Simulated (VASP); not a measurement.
Input of a VASP 6.6.1 run:

File INCAR:

```
SYSTEM = B6Pd
ALGO = Normal
EDIFF = 1E-6
EDIFFG = -0.01
ENCUT = 600
GGA = PE
IBRION = 2
ISIF = 3
ISMEAR = 0
LASPH = .TRUE.
LCHARG = .FALSE.
LREAL = .FALSE.
LWAVE = .FALSE.
NELM = 80
NSW = 100
PREC = Accurate
SIGMA = 0.1
```

File KPOINTS:

```
k-points
0
G
  10 10 10
  0 0 0
```

The input POSCAR:

```
B6Pd
1.0
    3.8999653456      0.0000000000      0.0000000000
    0.0000000000      3.8999653456      0.0000000000
    0.0000000000      0.0000000000      3.8999653456
B Pd
6 1
Direct
    0.2114506654      0.0000000000      0.5000000000
    0.7885493346      0.0000000000      0.5000000000
    0.5000000000      0.2114506654      0.0000000000
    0.5000000000      0.7885493346      0.0000000000
    0.0000000000      0.5000000000      0.2114506654
    0.0000000000      0.5000000000      0.7885493346
    0.5000000000      0.5000000000      0.5000000000
```

Potentials or basis: VASP PAW PBE potentials, release 64 (B, Pd).

Launch:

```sh
$ cat potpaw_PBE.64/B/POTCAR potpaw_PBE.64/Pd/POTCAR > POTCAR
$ mpirun -np 1 vasp_std > vasp.out
```

Problem. Predict the relaxed cell.

Solution. a = 3.906 Å, b = 3.906 Å, c = 3.906 Å, α = 90.00°, β = 90.00°, γ = 90.00°.

Problem. Predict the relaxed volume.

Solution. 8.51 Å³/atom.

Step by step:
```csv
step,energy change (eV),largest force (eV/Å),pressure (GPa),volume (Å³)
1,0.0000,0.1086,0.79,59.32
2,-0.0017,0.0349,-0.25,59.68
3,-0.0019,0.0025,-0.01,59.59
```
